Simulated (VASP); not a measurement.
# BN (P6_3/mmc) in VASP: a series of runs

Runs on BN. Level: r2SCAN+rVV10. Tasks: single point, relaxation of cell and atoms.

Everything below comes from runs of VASP 6.6.1. Logs are shortened: lines on timing, memory, paths and dates and some standing lists are left out, and cuts for length are marked.

### 1 The cell of the first run

The structure is hexagonal, space group P6_3/mmc (No. 194). The conventional cell has a = 2.501 Å, b = 2.501 Å, c = 6.526 Å, α = 90.00°, β = 90.00°, γ = 120.00°. B (site symmetry -6m2) has 3 N at 1.44 Å within 1.9 Å. Within 1.9 Å of N (site symmetry -6m2) lie 3 B at 1.44 Å.

### 2 Single point, r2SCAN+rVV10

Input file POSCAR:

```
BN
1.0
    2.5005496842      0.0000000000      0.0000000000
   -1.2502748421      2.1655395500      0.0000000000
    0.0000000000      0.0000000000      6.5264274549
B N
2 2
Direct
    0.3333333333      0.6666666667      0.2500000000
    0.6666666667      0.3333333333      0.7500000000
    0.6666666667      0.3333333333      0.2500000000
    0.3333333333      0.6666666667      0.7500000000
```

Input file INCAR.step1:

```
PREC     = Accurate       # precision mode
ENCUT    = 520            # plane-wave cutoff, eV
ISMEAR   = 0              # smearing method
SIGMA    = 0.01           # smearing width, eV
LREAL    = F              # projectors in reciprocal space
LASPH    = T              # aspherical terms in the spheres
NELM     = 80             # most SCF steps
NBANDS   = 16             # bands
GGA      = PE             # functional
ALGO     = Normal         # electronic algorithm
EDIFF    = 1E-4           # SCF threshold, eV
LWAVE    = T              # write WAVECAR
LCHARG   = F              # write CHGCAR
```

Input file INCAR.step2:

```
PREC     = Accurate       # precision mode
ENCUT    = 520            # plane-wave cutoff, eV
EDIFF    = 1E-7           # SCF threshold, eV
ISMEAR   = 0              # smearing method
SIGMA    = 0.01           # smearing width, eV
LREAL    = F              # projectors in reciprocal space
LASPH    = T              # aspherical terms in the spheres
NELM     = 80             # most SCF steps
ALGO     = Normal         # electronic algorithm
ISIF     = 2              # what is computed and relaxed
LWAVE    = F              # write WAVECAR
LCHARG   = F              # write CHGCAR
METAGGA  = R2SCAN         # meta-GGA
LMIXTAU  = T            
LUSE_VDW = T            
IVDW_NL  = 2            
BPARAM   = 11.95        
CPARAM   = 0.0093       
NBANDS   = 16             # bands
ISTART   = 1
```

Input file KPOINTS:

```
Automatic mesh
0
Gamma
  12 12 4
```

Potentials or basis: VASP PAW PBE potentials, release 64 (B, N).

The run is started by

```console
cat potpaw_PBE.64/B/POTCAR potpaw_PBE.64/N/POTCAR > POTCAR
cp INCAR.step1 INCAR
mpirun -np 1 vasp_std > vasp.out
cp INCAR.step2 INCAR
mpirun -np 1 vasp_std > vasp.out
```

OUTCAR:

```text
PREC = Accurate
   ENCUT = 520
   EDIFF = 1E-7
   ISMEAR = 0
   LREAL = F
   LASPH = T
   NELM = 80
   ISIF = 2
   METAGGA = R2SCAN
   IVDW_NL = 2
   BPARAM = 11.95
   ISTART = 1

 ion  position               nearest neighbor table
   1  0.333  0.667  0.250-   3 1.44   3 1.44   3 1.44
   2  0.667  0.333  0.750-   4 1.44   4 1.44   4 1.44
   3  0.667  0.333  0.250-   1 1.44   1 1.44   1 1.44
   4  0.333  0.667  0.750-   2 1.44   2 1.44   2 1.44

  LATTYP: Found a hexagonal cell.
 ALAT       =     2.5005496842
 C/A-ratio  =     2.6099971123

  Lattice vectors:

 A1 = (   2.5005496842,   0.0000000000,   0.0000000000)
 A2 = (  -1.2502748421,   2.1655395500,   0.0000000000)
 A3 = (   0.0000000000,   0.0000000000,   6.5264274549)

Analysis of symmetry for initial positions (statically):
=====================================================================
 Subroutine PRICEL returns:
 Original cell was already a primitive cell.

 Routine SETGRP: Setting up the symmetry group for a
 hexagonal supercell.

 Subroutine GETGRP returns: Found 24 space group operations
 (whereof 12 operations were pure point group operations)
 out of a pool of 24 trial point group operations.

The static configuration has the point symmetry D_3d.
 The point group associated with its full space group is D_6h.

Analysis of symmetry for dynamics (positions and initial velocities):
=====================================================================
 Subroutine PRICEL returns:
 Original cell was already a primitive cell.

 Routine SETGRP: Setting up the symmetry group for a
 hexagonal supercell.

 Subroutine GETGRP returns: Found 24 space group operations
 (whereof 12 operations were pure point group operations)
 out of a pool of 24 trial point group operations.

The dynamic configuration has the point symmetry D_3d.
 The point group associated with its full space group is D_6h.

 Subroutine INISYM returns: Found 24 space group operations
 (whereof 12 operations are pure point group operations),
 and found     1 'primitive' translations

----------------------------------------------------------------------------------------

                                     Primitive cell

  volume of cell :      35.3409

  direct lattice vectors                    reciprocal lattice vectors
     2.500549684  0.000000000  0.000000000     0.399912070  0.230889341  0.000000000
    -1.250274842  2.165539550  0.000000000     0.000000000  0.461778682  0.000000000
     0.000000000  0.000000000  6.526427455     0.000000000  0.000000000  0.153223185

  length of vectors
     2.500549684  2.500549684  6.526427455     0.461778682  0.461778682  0.153223185

  position of ions in fractional coordinates (direct lattice)
     0.333333333  0.666666667  0.250000000
     0.666666667  0.333333333  0.750000000
     0.666666667  0.333333333  0.250000000
     0.333333333  0.666666667  0.750000000

  ion indices of the primitive-cell ions
   primitive index   ion index
                 1           1
                 2           2
                 3           3
                 4           4

----------------------------------------------------------------------------------------

 KPOINTS: Automatic mesh

Automatic generation of k-mesh.
 Grid dimensions read from file:
 generate k-points for:   12   12    4

 Generating k-lattice:

  Cartesian coordinates                     Fractional coordinates (reciprocal lattice)
     0.033326006  0.019240778  0.000000000     0.083333333 -0.000000000  0.000000000
     0.000000000  0.038481557  0.000000000     0.000000000  0.083333333  0.000000000
     0.000000000  0.000000000  0.038305796     0.000000000  0.000000000  0.250000000

  Length of vectors
     0.038481557  0.038481557  0.038305796

  Shift w.r.t. Gamma in fractional coordinates (k-lattice)
     0.000000000  0.000000000  0.000000000

 Subroutine IBZKPT returns following result:
 ===========================================

 Found     57 irreducible k-points:

 Following reciprocal coordinates:
            Coordinates               Weight
  0.000000  0.000000  0.000000      1.000000
  0.083333 -0.000000  0.000000      6.000000
  0.166667  0.000000  0.000000      6.000000
  0.250000 -0.000000  0.000000      6.000000
  0.333333 -0.000000  0.000000      6.000000
  0.416667 -0.000000  0.000000      6.000000
[... 16 lines left out ...]
  0.250000 -0.000000  0.250000     12.000000
  0.333333 -0.000000  0.250000     12.000000
 [... further k-points ...]
   k-points           NKPTS =     57   k-points in BZ     NKDIM =     57   number of bands    NBANDS=     16
   number of dos      NEDOS =    301   number of ions     NIONS =      4
   total plane-waves  NPLWV =  20000
   dimension x,y,z NGX =    20 NGY =   20 NGZ =   50
   dimension x,y,z NGXF=    40 NGYF=   40 NGZF=  100
   ions per type =               2   2
   NGX,Y,Z   is equivalent  to a cutoff of  13.30, 13.30, 12.74 a.u.
   NGXF,Y,Z  is equivalent  to a cutoff of  26.59, 26.59, 25.47 a.u.
 SYSTEM =  unknown system
   PREC   = accura    normal or accurate (medium, high low for compatibility)
   ISTART =      1    job   : 0-new  1-cont  2-samecut
   ICHARG =      0    charge: 1-file 2-atom 10-const
   ISPIN  =      1    spin polarized calculation?
   LNONCOLLINEAR =      F non collinear calculations
   LSORBIT =      F    spin-orbit coupling
   LASPH  =      T    aspherical Exc in radial PAW
   ENCUT  =  520.0 eV  38.22 Ry    6.18 a.u.   4.65  4.65 12.13*2*pi/ulx,y,z
   NELM   =     80;   NELMIN=  2; NELMDL=  0     # of ELM steps
   EDIFF  = 0.1E-06   stopping-criterion for ELM
   LREAL  =      F    real-space projection
   EDIFFG = 0.1E-05   stopping-criterion for IOM
   NSW    =      0    number of steps for IOM
   IBRION =     -1    ionic relax: 0-MD 1-quasi-New 2-CG
   NFREE  =      0    steps in history (QN), initial steepest desc. (CG)
   ISIF   =      2    stress and relaxation
   ISYM   =      2    0-nonsym 1-usesym 2-fastsym
   POTIM  = 0.5000    time-step for ionic-motion
   TEBEG  =    0.0;   TEEND  =   0.0 temperature during run
   PSTRESS=    0.0 pullay stress
   NELECT =      16.0000    total number of electrons
   NUPDOWN=      -1.0000    fix difference up-down
   EMIN   =  10.00;   EMAX   =-10.00  energy-range for DOS
   EFERMI =   0.00;   METHOD = LEGACY
   ISMEAR =     0;   SIGMA  =   0.01  broadening in eV -4-tet -1-fermi 0-gaus
   EFERMI_NEDOS =   21; number of points for ismear=-14 and -15
   IALGO  =     38    algorithm
   IMIX   =      4    mixing-type and parameters
     AMIX     =   0.40;   BMIX     =  1.00
     AMIX_MAG =   1.60;   BMIX_MAG =  1.00
  volume/ion in A,a.u.               =       8.84        59.62
  Fermi-wavevector in a.u.,A,eV,Ry     =   1.257059  2.375498 21.499902  1.580198
  Thomas-Fermi vector in A             =   2.390737
   LORBIT       =      0    0 simple, 1 ext, 2 COOP (PROOUT), +10 PAW based schemes
   METAGGA = R2SCAN    functional components
   LHFCALC =     F    Hartree Fock is set to
   AEXX    =    0.0000 exact exchange contribution
   IVDW_NL    =     2    kernel type
   BPARAM     =11.9500
   IVDW    =     0    specifies the selected vdW correction
   LEPSILON=     F    determine dielectric tensor
   LRPA    =     F    only Hartree local field effects (RPA)
 non-spin polarized calculation
 Gauss-broadening in eV      SIGMA  =   0.01
  energy-cutoff  :      520.00
  volume of cell :       35.34
 maximum number of plane-waves:       973
 NGX is ok and might be reduce to    20
   NGX =  9   NGY =  9   NGZ = 25

 number of electron      15.9999997 magnetization

 Free energy of the ion-electron system (eV)
  ---------------------------------------------------
  ext. energy  EPLUGINS =         0.00000000
  ---------------------------------------------------
  free energy    TOTEN  =       -38.24492625 eV

  energy without entropy =      -38.24492625  energy(sigma->0) =      -38.24492625

 E-fermi :   2.2322     XC(G=0): -10.9365

 val. band max:        2.1796462155   @ k =   0.3333   0.2500   0.0000
 cond. band min:       6.9836281582   @ k =   0.5000  -0.0000   0.0000
 fundamental gap:      4.8039819427
 Fermi energy:         2.2322208353

 k-point     1 :       0.0000    0.0000    0.0000
  band No.  band energies     occupation
      1     -16.6751      2.00000
      2     -16.3404      2.00000
      3      -4.3381      2.00000
      4      -1.9359      2.00000
      5       0.8184      2.00000
      6       0.8184      2.00000
[... 8 lines left out ...]
     15      15.3810      0.00000
     16      16.5385      0.00000

 k-point     2 :       0.0833   -0.0000    0.0000
  band No.  band energies     occupation
      1     -16.5326      2.00000
      2     -16.2029      2.00000
      3      -4.1428      2.00000
      4      -1.7612      2.00000
      5       0.2288      2.00000
      6       0.2718      2.00000
[... 8 lines left out ...]
     15      15.8819      0.00000
     16      15.9641      0.00000

 k-point     3 :       0.1667    0.0000    0.0000
  band No.  band energies     occupation
      1     -16.1133      2.00000
      2     -15.7991      2.00000
      3      -3.5641      2.00000
      4      -1.2654      2.00000
      5      -1.2490      2.00000
      6      -1.2130      2.00000
[... 8 lines left out ...]
     15      16.9645      0.00000
     16      17.0727      0.00000

 k-point     4 :       0.2500   -0.0000    0.0000
  band No.  band energies     occupation
      1     -15.4461      2.00000
      2     -15.1596      2.00000
      3      -3.1593      2.00000
      4      -3.0824      2.00000
      5      -2.6283      2.00000
      6      -0.8888      2.00000
[... 8 lines left out ...]
     15      18.8358      0.00000
     16      19.2401      0.00000
[... 324 lines left out ...]
 k-point    22 :       0.1667    0.0000    0.2500
  band No.  band energies     occupation
      1     -16.0697      2.00000
      2     -15.8478      2.00000
      3      -3.2869      2.00000
      4      -1.7005      2.00000
      5      -1.2500      2.00000
      6      -1.1862      2.00000
[... 8 lines left out ...]
     15      16.8414      0.00000
     16      16.9424      0.00000

 k-point    23 :       0.2500   -0.0000    0.2500
  band No.  band energies     occupation
      1     -15.4061      2.00000
      2     -15.2037      2.00000
      3      -3.1663      2.00000
      4      -3.1021      2.00000
      5      -2.3378      2.00000
      6      -0.8786      2.00000
[... 8 lines left out ...]
     15      19.2584      0.00000
     16      19.3586      0.00000

 k-point    24 :       0.3333   -0.0000    0.2500
  band No.  band energies     occupation
      1     -14.5693      2.00000
      2     -14.3988      2.00000
      3      -5.0274      2.00000
      4      -4.9567      2.00000
      5      -1.5383      2.00000
      6      -1.4845      2.00000
[... 8 lines left out ...]
     15      20.0795      0.00000
     16      21.9651      0.00000

 [... further k-points ...]

------------------------ aborting loop because EDIFF is reached ----------------------------------------

  FORCE on cell =-STRESS in cart. coord.  units (eV):
  Direction    XX          YY          ZZ          XY          YZ          ZX
  --------------------------------------------------------------------------------------
  -------------------------------------------------------------------------------------
  Total        0.1810419      0.1810419     -0.0770137      0.0000000     -0.0000000      0.0000000
  in kB        8.2075309      8.2075309     -3.4914140      0.0000000     -0.0000000      0.0000000
  external PRESSURE =       4.3078826 kB  Pullay stress =       0.0000000 kB

 VOLUME and BASIS-vectors are now :
 -----------------------------------------------------------------------------
  energy-cutoff  :      520.00
  volume of cell :       35.34
      direct lattice vectors                 reciprocal lattice vectors
     2.500549684  0.000000000  0.000000000     0.399912070  0.230889341  0.000000000
    -1.250274842  2.165539550  0.000000000     0.000000000  0.461778682  0.000000000
     0.000000000  0.000000000  6.526427455     0.000000000  0.000000000  0.153223185

 POSITION                                       TOTAL-FORCE (eV/Angst)
 -----------------------------------------------------------------------------------
     -0.00000      1.44369      1.63161        -0.000000      0.000000      0.000000
      1.25027      0.72185      4.89482        -0.000000      0.000000      0.000000
      1.25027      0.72185      1.63161         0.000000      0.000000      0.000000
     -0.00000      1.44369      4.89482         0.000000      0.000000      0.000000
 -----------------------------------------------------------------------------------
    total drift:                               -0.000000      0.000000      0.000000

  FREE ENERGIE OF THE ION-ELECTRON SYSTEM (eV)
  ---------------------------------------------------
  free  energy   TOTEN  =       -38.2449262485 eV

  energy  without entropy=      -38.2449262485  energy(sigma->0) =      -38.24492625
```

It took 2.6 min on 1 thread of Intel Xeon Platinum 8488C (Sapphire Rapids), shared host; peak memory 0.25 GiB.

Results:

| Quantity | Value |
| --- | --- |
| Free energy | -38.2449 eV |
| Pressure | 0.4 GPa |
| Band gap on the k mesh | 4.80 eV (least direct gap 5.21 eV) |

Stress tensor (GPa, compression positive):
```
 0.82  0.00  0.00
 0.00  0.82  0.00
 0.00  0.00 -0.35
```

Caveat: the PAW data sets were made with another functional, which shifts forces and pressure a little.

### 3 Relaxation of cell and atoms, r2SCAN+rVV10

This run uses another cell than the first one, of 9.04 Å³/atom.

Input file POSCAR:

```
BN
1.0
    2.5040000000      0.0000000000      0.0000000000
   -1.2520000000      2.1685276111      0.0000000000
    0.0000000000      0.0000000000      6.6610000000
B N
2 2
Direct
    0.3333333333      0.6666666667      0.2500000000
    0.6666666667      0.3333333333      0.7500000000
    0.6666666667      0.3333333333      0.2500000000
    0.3333333333      0.6666666667      0.7500000000
```

Input file INCAR.step1:

```
  PREC = Accurate
  ENCUT = 600
  ISMEAR = 0
  SIGMA = 0.01
  LREAL = F
  LASPH = T
  NELM = 100
  GGA = PE
  ALGO = Normal
  EDIFF = 1E-4
  LWAVE = T
  LCHARG = F
```

Input file INCAR.step2:

```
  PREC = Accurate
  ENCUT = 600
  EDIFF = 1E-7
  ISMEAR = 0
  SIGMA = 0.01
  LREAL = F
  LASPH = T
  NELM = 100
  ALGO = Normal
  ISIF = 3
  LWAVE = F
  LCHARG = F
  METAGGA = R2SCAN
  LMIXTAU = T
  LUSE_VDW = T
  IVDW_NL = 2
  BPARAM = 11.95
  CPARAM = 0.0093
  IBRION = 2
  NSW = 80
  EDIFFG = -0.002
  ISTART = 1
```

KPOINTS is that of step 2.

Potentials or basis: VASP PAW PBE potentials, release 64 (B, N).

The run is started by

```console
cat potpaw_PBE.64/B/POTCAR potpaw_PBE.64/N/POTCAR > POTCAR
cp INCAR.step1 INCAR
mpirun -np 1 vasp_std > vasp.out
cp INCAR.step2 INCAR
mpirun -np 1 vasp_std > vasp.out
```

It took 18 min on 1 thread of Intel Xeon Platinum 8488C (Sapphire Rapids), shared host; peak memory 0.26 GiB.

It converged, with:

- Free energy: -38.2498 eV
- Relaxed volume: 8.80 Å³/atom
- Relaxed cell: a = 2.502 Å, b = 2.502 Å, c = 6.488 Å, α = 90.00°, β = 90.00°, γ = 120.00°
- Space group after relaxing (to 0.1 Å): P6_3/mmc (No. 194)
- Energy gained by relaxing: 0.7 meV/atom
- Ionic steps: 10
- Pressure after relaxing: 0.0 GPa
- Band gap on the k mesh: 4.79 eV (least direct gap 5.19 eV)

The path:
```csv
step,energy change (eV),largest force (eV/Å),pressure (GPa),volume (Å³)
1,0.0000,0.0000,-0.79,36.17
2,-0.0001,0.0000,0.73,35.94
3,-0.0003,0.0000,0.06,36.04
4,-0.0009,0.0000,0.07,35.92
5,-0.0022,0.0000,0.11,35.58
6,-0.0025,0.0000,0.23,34.89
7,-0.0028,0.0000,0.17,35.18
8,-0.0028,0.0000,0.17,35.16
9,-0.0025,0.0000,-0.82,35.28
10,-0.0028,0.0000,0.01,35.18
```

Final structure:
```
B N
1.0
     2.50232    0.00000    0.00000
    -1.25116    2.16707    0.00000
     0.00000    0.00000    6.48834
B N
2 2
Direct
  0.33333 0.66667 0.25000
  0.66667 0.33333 0.75000
  0.66667 0.33333 0.25000
  0.33333 0.66667 0.75000
```

Levels at points of the mesh, in eV from the valence-band top:
| k point | band 6 | band 7 | band 8 | band 9 | band 10 | band 11 |
| --- | --- | --- | --- | --- | --- | --- |
| (0.00, 0.00, 0.00) | -1.37 | -1.32 | -1.32 | 5.68 | 11.31 | 12.28 |
| (0.50, 0.00, 0.00) | -4.23 | -1.56 | -0.40 | 4.79 | 6.42 | 10.20 |
| (0.00, 0.00, 0.50) | -1.35 | -1.35 | -1.35 | 8.33 | 8.33 | 12.35 |
| (0.50, 0.00, 0.50) | -4.28 | -0.95 | -0.95 | 5.29 | 5.29 | 10.63 |

Caveat: the PAW data sets were made with another functional, which shifts forces and pressure a little.
